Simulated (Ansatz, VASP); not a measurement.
## AlN in VASP and in Ansatz

```
Al N
1.0
     0.00000    2.02820    2.02820
     2.02820    0.00000    2.02820
     2.02820    2.02820    0.00000
Al N
1 1
Direct
  0.50000 0.50000 0.50000
  0.00000 0.00000 0.00000
```

Alike in both runs: task single point; functional PBEsol; dispersion D3(BJ); k mesh 10 × 10 × 10; occupations gaussian, width 0.02 eV; no spin polarisation.

```csv
,VASP,Ansatz
version,VASP 6.6.1,Ansatz 0.2.0
potentials or method,"VASP PAW PBE potentials, release 64 (Al, N), cutoff 600 eV","scalar-relativistic, plane waves, PAW"
valence electrons in the cell,8,8
```

|  | VASP | Ansatz | Ansatz less VASP |
| --- | --- | --- | --- |
| gap on the k mesh at the Fermi level (eV) | 4.46 | 4.47 | +0.005 |
| least direct gap on the mesh (eV) | 5.53 | 5.51 | -0.020 |
| pressure (GPa) | -7.9 | -7.6 | +0.25 |

VASP's potentials were made for PBE, not for PBEsol.
